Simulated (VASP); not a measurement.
# Gd (P6_3/mmc) in VASP: further runs

Runs on Gd. Level: PBE+U. Tasks: single point.

All numbers are computed with VASP 6.6.1; they aren't measurements. Logs are shortened: lines on timing, memory, paths and dates and some standing lists are left out, and cuts for length are marked.

### Step 1. The cell of the first run

It takes space group P6_3/mmc (No. 194, hexagonal). Conventional cell: a = 3.629 Å, b = 3.629 Å, c = 5.796 Å, α = 90.00°, β = 90.00°, γ = 120.00°. Gd (site symmetry -6m2) has 12 Gd at 3.58 to 3.63 Å within 4.7 Å.

### Step 2. Single point, PBE+U, collinear spin, ferromagnetic start

Input file INCAR:

```
PREC = Accurate ; ENCUT = 520
EDIFF = 1E-6 ; ISMEAR = -1
SIGMA = 0.1 ; LREAL = F
LASPH = T ; NELM = 150
ALGO = Normal ; ISIF = 2
LWAVE = F ; LCHARG = F
ISPIN = 2 ; MAGMOM = 3.97 3.97
LORBIT = 11 ; NUPDOWN = 7.94
LMAXMIX = 6 ; LDAU = T
LDAUTYPE = 2 ; LDAUL = 3
LDAUU = 6.4 ; LDAUJ = 0
LDAUPRINT = 1 ; GGA = PE
NBANDS = 29
```

Input file KPOINTS:

```
Automatic mesh
0
Gamma
  9 9 5
```

Input file POSCAR:

```
Gd
1.0
    3.6290016500      0.0000000000      0.0000000000
   -1.8145008200      3.1428076200      0.0000000000
    0.0000000000      0.0000000000      5.7960000000
Gd
2
Direct
    0.3333333300      0.6666666700      0.2500000000
    0.6666666700      0.3333333300      0.7500000000
```

Potentials or basis: VASP PAW PBE potentials, release 64 (Gd).

Run with:

```
$ cat potpaw_PBE.64/Gd/POTCAR > POTCAR
$ mpirun -np 1 vasp_std > vasp.out
```

OUTCAR:

```text
PREC = Accurate
   ENCUT = 520
   EDIFF = 1E-6
   ISMEAR = -1
   LREAL = F
   LASPH = T
   NELM = 150
   ISIF = 2
   ISPIN = 2
   LORBIT = 11
   NUPDOWN = 7.94
   GGA = PE

 ion  position               nearest neighbor table
   1  0.333  0.667  0.250-
   2  0.667  0.333  0.750-

  LATTYP: Found a hexagonal cell.
 ALAT       =     3.6290016500
 C/A-ratio  =     1.5971334706

  Lattice vectors:

 A1 = (   3.6290016500,   0.0000000000,   0.0000000000)
 A2 = (  -1.8145008200,   3.1428076200,   0.0000000000)
 A3 = (   0.0000000000,   0.0000000000,   5.7960000000)

Analysis of symmetry for initial positions (statically):
=====================================================================
 Subroutine PRICEL returns:
 Original cell was already a primitive cell.

 Routine SETGRP: Setting up the symmetry group for a
 hexagonal supercell.

 Subroutine GETGRP returns: Found 24 space group operations
 (whereof 12 operations were pure point group operations)
 out of a pool of 24 trial point group operations.

The static configuration has the point symmetry D_3d.
 The point group associated with its full space group is D_6h.

Analysis of symmetry for dynamics (positions and initial velocities):
=====================================================================
 Subroutine PRICEL returns:
 Original cell was already a primitive cell.

 Routine SETGRP: Setting up the symmetry group for a
 hexagonal supercell.

 Subroutine GETGRP returns: Found 24 space group operations
 (whereof 12 operations were pure point group operations)
 out of a pool of 24 trial point group operations.

The dynamic configuration has the point symmetry D_3d.
 The point group associated with its full space group is D_6h.

Analysis of structural, dynamic, and magnetic symmetry:
=====================================================================
 Subroutine PRICEL returns:
 Original cell was already a primitive cell.

 Routine SETGRP: Setting up the symmetry group for a
 hexagonal supercell.

 Subroutine GETGRP returns: Found 24 space group operations
 (whereof 12 operations were pure point group operations)
 out of a pool of 24 trial point group operations.

The overall configuration has the point symmetry D_3d.
 The point group associated with its full space group is D_6h.

 Subroutine INISYM returns: Found 24 space group operations
 (whereof 12 operations are pure point group operations),
 and found     1 'primitive' translations

----------------------------------------------------------------------------------------

                                     Primitive cell

  volume of cell :      66.1049

  direct lattice vectors                    reciprocal lattice vectors
[... 159 lines left out ...]
  o =  0.0101  v =  0.0000  0.0000  0.0000  0.0000  0.0000  0.0000  0.0000  0.0000  0.1058 -0.0000  0.0000 -0.0000 -0.9944  0.0000      0.0000  0.0000  0.0000  0.0000  0.0000  0.0000  0.0000  0.0000  0.0000  0.0000  0.0000  0.0000  0.0000  0.0000
  o =  0.0113  v =  0.0000  0.0000  0.0000  0.0000  0.0000  0.0000  0.0000 -1.0000  0.0000 -0.0000  0.0000  0.0000 -0.0000 -0.0000      0.0000  0.0000  0.0000  0.0000  0.0000  0.0000  0.0000  0.0000  0.0000  0.0000  0.0000  0.0000  0.0000  0.0000
  o =  0.0122  v =  0.0000  0.0000  0.0000  0.0000  0.0000  0.0000  0.0000 -0.0000  0.0000  0.0000 -1.0000 -0.0000 -0.0000  0.0000      0.0000  0.0000  0.0000  0.0000  0.0000  0.0000  0.0000  0.0000  0.0000  0.0000  0.0000  0.0000  0.0000  0.0000
  o =  0.9875  v = -0.0000 -0.0000 -0.0000 -1.0000 -0.0000  0.0000  0.0000  0.0000  0.0000  0.0000  0.0000  0.0000  0.0000  0.0000      0.0000  0.0000  0.0000  0.0000  0.0000  0.0000  0.0000  0.0000  0.0000  0.0000  0.0000  0.0000  0.0000  0.0000
  o =  0.9877  v = -0.0000  0.0000  0.6545 -0.0000 -0.7561  0.0000 -0.0000  0.0000  0.0000  0.0000  0.0000  0.0000  0.0000  0.0000      0.0000  0.0000  0.0000  0.0000  0.0000  0.0000  0.0000  0.0000  0.0000  0.0000  0.0000  0.0000  0.0000  0.0000
  o =  0.9877  v = -0.0000  0.0000 -0.7561  0.0000 -0.6545  0.0000  0.0000  0.0000  0.0000  0.0000  0.0000  0.0000  0.0000  0.0000      0.0000  0.0000  0.0000  0.0000  0.0000  0.0000  0.0000  0.0000  0.0000  0.0000  0.0000  0.0000  0.0000  0.0000
  o =  0.9879  v = -0.0000 -0.0498  0.0000 -0.0000 -0.0000 -0.9988  0.0000  0.0000  0.0000  0.0000  0.0000  0.0000  0.0000  0.0000      0.0000  0.0000  0.0000  0.0000  0.0000  0.0000  0.0000  0.0000  0.0000  0.0000  0.0000  0.0000  0.0000  0.0000
  o =  0.9879  v = -0.0000 -0.9988  0.0000  0.0000 -0.0000  0.0498  0.0000  0.0000  0.0000  0.0000  0.0000  0.0000  0.0000  0.0000      0.0000  0.0000  0.0000  0.0000  0.0000  0.0000  0.0000  0.0000  0.0000  0.0000  0.0000  0.0000  0.0000  0.0000
  o =  0.9881  v = -1.0000  0.0000 -0.0000  0.0000  0.0000  0.0000 -0.0000  0.0000  0.0000  0.0000  0.0000  0.0000  0.0000  0.0000      0.0000  0.0000  0.0000  0.0000  0.0000  0.0000  0.0000  0.0000  0.0000  0.0000  0.0000  0.0000  0.0000  0.0000
  o =  0.9881  v =  0.0000 -0.0000 -0.0000 -0.0000 -0.0000 -0.0000 -1.0000  0.0000  0.0000  0.0000  0.0000  0.0000  0.0000  0.0000      0.0000  0.0000  0.0000  0.0000  0.0000  0.0000  0.0000  0.0000  0.0000  0.0000  0.0000  0.0000  0.0000  0.0000

atom =   2  type =  1  l = 3

 onsite density matrix

spin component  1

  0.9881  0.0000  0.0000 -0.0000 -0.0000  0.0000 -0.0000
  0.0000  0.9879 -0.0000 -0.0000 -0.0000  0.0000 -0.0000
  0.0000 -0.0000  0.9877 -0.0000  0.0000  0.0000  0.0000
 -0.0000 -0.0000 -0.0000  0.9875 -0.0000  0.0000 -0.0000
 -0.0000 -0.0000  0.0000 -0.0000  0.9877  0.0000  0.0000
  0.0000  0.0000  0.0000  0.0000  0.0000  0.9879  0.0000
 -0.0000 -0.0000  0.0000 -0.0000  0.0000  0.0000  0.9881

spin component  2

  0.0113  0.0000  0.0000  0.0000 -0.0000 -0.0000  0.0000
  0.0000  0.0101  0.0000 -0.0000  0.0000 -0.0000 -0.0000
  0.0000  0.0000  0.0034  0.0000  0.0000 -0.0000  0.0000
  0.0000 -0.0000  0.0000  0.0122  0.0000  0.0000  0.0000
 -0.0000  0.0000  0.0000  0.0000  0.0034 -0.0000  0.0000
 -0.0000 -0.0000 -0.0000  0.0000 -0.0000  0.0101 -0.0000
  0.0000 -0.0000  0.0000  0.0000  0.0000 -0.0000  0.0016

 occupancies and eigenvectors

  o =  0.0016  v =  0.0000  0.0000  0.0000  0.0000  0.0000  0.0000  0.0000 -0.0000 -0.0000 -0.0000 -0.0000 -0.0000  0.0000  1.0000      0.0000  0.0000  0.0000  0.0000  0.0000  0.0000  0.0000  0.0000  0.0000  0.0000  0.0000  0.0000  0.0000  0.0000
  o =  0.0034  v =  0.0000  0.0000  0.0000  0.0000  0.0000  0.0000  0.0000 -0.0000 -0.0000  0.6546  0.0000 -0.7559  0.0000  0.0000      0.0000  0.0000  0.0000  0.0000  0.0000  0.0000  0.0000  0.0000  0.0000  0.0000  0.0000  0.0000  0.0000  0.0000
  o =  0.0034  v =  0.0000  0.0000  0.0000  0.0000  0.0000  0.0000  0.0000 -0.0000 -0.0000 -0.7559 -0.0000 -0.6546 -0.0000 -0.0000      0.0000  0.0000  0.0000  0.0000  0.0000  0.0000  0.0000  0.0000  0.0000  0.0000  0.0000  0.0000  0.0000  0.0000
  o =  0.0101  v =  0.0000  0.0000  0.0000  0.0000  0.0000  0.0000  0.0000 -0.0000 -0.9935 -0.0000 -0.0000  0.0000 -0.1134 -0.0000      0.0000  0.0000  0.0000  0.0000  0.0000  0.0000  0.0000  0.0000  0.0000  0.0000  0.0000  0.0000  0.0000  0.0000
  o =  0.0101  v =  0.0000  0.0000  0.0000  0.0000  0.0000  0.0000  0.0000  0.0000 -0.1134  0.0000 -0.0000  0.0000  0.9935 -0.0000      0.0000  0.0000  0.0000  0.0000  0.0000  0.0000  0.0000  0.0000  0.0000  0.0000  0.0000  0.0000  0.0000  0.0000
  o =  0.0113  v =  0.0000  0.0000  0.0000  0.0000  0.0000  0.0000  0.0000 -1.0000 -0.0000 -0.0000  0.0000  0.0000  0.0000 -0.0000      0.0000  0.0000  0.0000  0.0000  0.0000  0.0000  0.0000  0.0000  0.0000  0.0000  0.0000  0.0000  0.0000  0.0000
  o =  0.0122  v =  0.0000  0.0000  0.0000  0.0000  0.0000  0.0000  0.0000  0.0000 -0.0000 -0.0000  1.0000  0.0000  0.0000 -0.0000      0.0000  0.0000  0.0000  0.0000  0.0000  0.0000  0.0000  0.0000  0.0000  0.0000  0.0000  0.0000  0.0000  0.0000
  o =  0.9875  v = -0.0000 -0.0000 -0.0000 -1.0000 -0.0000  0.0000  0.0000  0.0000  0.0000  0.0000  0.0000  0.0000  0.0000  0.0000      0.0000  0.0000  0.0000  0.0000  0.0000  0.0000  0.0000  0.0000  0.0000  0.0000  0.0000  0.0000  0.0000  0.0000
  o =  0.9877  v = -0.0000  0.0000  0.6545 -0.0000 -0.7561  0.0000 -0.0000  0.0000  0.0000  0.0000  0.0000  0.0000  0.0000  0.0000      0.0000  0.0000  0.0000  0.0000  0.0000  0.0000  0.0000  0.0000  0.0000  0.0000  0.0000  0.0000  0.0000  0.0000
  o =  0.9877  v =  0.0000  0.0000  0.7561 -0.0000  0.6545 -0.0000 -0.0000  0.0000  0.0000  0.0000  0.0000  0.0000  0.0000  0.0000      0.0000  0.0000  0.0000  0.0000  0.0000  0.0000  0.0000  0.0000  0.0000  0.0000  0.0000  0.0000  0.0000  0.0000
  o =  0.9879  v =  0.0000 -0.0553  0.0000 -0.0000 -0.0000 -0.9985  0.0000  0.0000  0.0000  0.0000  0.0000  0.0000  0.0000  0.0000      0.0000  0.0000  0.0000  0.0000  0.0000  0.0000  0.0000  0.0000  0.0000  0.0000  0.0000  0.0000  0.0000  0.0000
  o =  0.9879  v = -0.0000  0.9985 -0.0000 -0.0000  0.0000 -0.0553 -0.0000  0.0000  0.0000  0.0000  0.0000  0.0000  0.0000  0.0000      0.0000  0.0000  0.0000  0.0000  0.0000  0.0000  0.0000  0.0000  0.0000  0.0000  0.0000  0.0000  0.0000  0.0000
  o =  0.9881  v = -1.0000 -0.0000 -0.0000  0.0000  0.0000 -0.0000 -0.0000  0.0000  0.0000  0.0000  0.0000  0.0000  0.0000  0.0000      0.0000  0.0000  0.0000  0.0000  0.0000  0.0000  0.0000  0.0000  0.0000  0.0000  0.0000  0.0000  0.0000  0.0000
  o =  0.9881  v =  0.0000 -0.0000 -0.0000 -0.0000 -0.0000 -0.0000 -1.0000  0.0000  0.0000  0.0000  0.0000  0.0000  0.0000  0.0000      0.0000  0.0000  0.0000  0.0000  0.0000  0.0000  0.0000  0.0000  0.0000  0.0000  0.0000  0.0000  0.0000  0.0000

 number of electron      36.0000008 magnetization       7.9400011

 Free energy of the ion-electron system (eV)
  ---------------------------------------------------
  ext. energy  EPLUGINS =         0.00000000
  ---------------------------------------------------
  free energy    TOTEN  =       -17.34319238 eV

  energy without entropy =      -17.26945805  energy(sigma->0) =      -17.30632522

 E-fermi :   4.4490     XC(G=0): -10.0157

 val. band max:        4.4401919702   @ k =   0.3333   0.0000   0.0000
 cond. band min:      -0.9234306621   @ k =   0.0000   0.0000   0.0000
 fundamental gap:     -5.3636226323
 Fermi energy:        -3.9558111000

 spin component 1

 k-point     1 :       0.0000    0.0000    0.0000
  band No.  band energies     occupation
      1     -41.7843      1.00000
      2     -41.7193      1.00000
      3     -19.3619      1.00000
      4     -18.8282      1.00000
      5     -18.8282      1.00000
      6     -18.7286      1.00000
[... 1529 lines left out ...]
     28       6.8847      0.00000
     29       7.0994      0.00000

 [... further k-points ...]

------------------------ aborting loop because EDIFF is reached ----------------------------------------

  FORCE on cell =-STRESS in cart. coord.  units (eV):
  Direction    XX          YY          ZZ          XY          YZ          ZX
  --------------------------------------------------------------------------------------
  -------------------------------------------------------------------------------------
  Total        2.5325150      2.5325150      5.2819811      0.0000000      0.0000000      0.0000000
  in kB       61.3803361     61.3803361    128.0188990      0.0000001      0.0000000      0.0000000
  external PRESSURE =      83.5931904 kB  Pullay stress =       0.0000000 kB

 VOLUME and BASIS-vectors are now :
 -----------------------------------------------------------------------------
  energy-cutoff  :      520.00
  volume of cell :       66.10
      direct lattice vectors                 reciprocal lattice vectors
     3.629001650  0.000000000  0.000000000     0.275557880  0.159093416  0.000000000
    -1.814500820  3.142807620  0.000000000     0.000000000  0.318186832  0.000000000
     0.000000000  0.000000000  5.796000000     0.000000000  0.000000000  0.172532781

 POSITION                                       TOTAL-FORCE (eV/Angst)
 -----------------------------------------------------------------------------------
     -0.00000      2.09521      1.44900        -0.000000     -0.000000      0.000000
      1.81450      1.04760      4.34700         0.000000      0.000000      0.000000
 -----------------------------------------------------------------------------------
    total drift:                               -0.000014      0.000008     -0.000000

  FREE ENERGIE OF THE ION-ELECTRON SYSTEM (eV)
  ---------------------------------------------------
  free  energy   TOTEN  =       -17.3431923799 eV

  energy  without entropy=      -17.2694580520  energy(sigma->0) =      -17.30632522

 total charge

# of ion       s       p       d       f       tot
--------------------------------------------------
    1        2.010   5.582   0.693   6.961  15.246
    2        2.010   5.582   0.693   6.961  15.246
--------------------------------------------------
tot          4.019  11.163   1.386  13.923  30.491

 magnetization (x)

# of ion       s       p       d       f       tot
--------------------------------------------------
    1       -0.074  -0.191  -0.692   6.859   5.903
    2       -0.074  -0.191  -0.692   6.859   5.903
--------------------------------------------------
tot         -0.147  -0.381  -1.384  13.718  11.806
```

Wall time 2.4 min (1 thread of Intel Xeon 6975P-C (Granite Rapids), shared host); peak memory 0.29 GiB.

Results:

```
Free energy                                           : -17.3432 eV
Pressure                                              : 8.4 GPa
Net moment                                            : 7.94 μB per cell
Site moments                                          : Gd +5.90 μB
Valence electrons inside the program's atomic spheres : Gd 15.25
```

Eigenvalues of the final occupation matrices:
```csv
site,spin,trace,eigenvalues
site 1 f,1,6.91,0.99 0.99 0.99 0.99 0.99 0.99 0.99
site 1 f,2,0.05,0.00 0.00 0.00 0.01 0.01 0.01 0.01
site 2 f,1,6.91,0.99 0.99 0.99 0.99 0.99 0.99 0.99
site 2 f,2,0.05,0.00 0.00 0.00 0.01 0.01 0.01 0.01
```

Caveat: spin-orbit coupling is left out, which moves the levels of the heavy elements; the total moment is fixed, so each spin has its own Fermi level. The state reached can hang on the start; a lower one may exist.

(Part 1 of 2 ends here.)
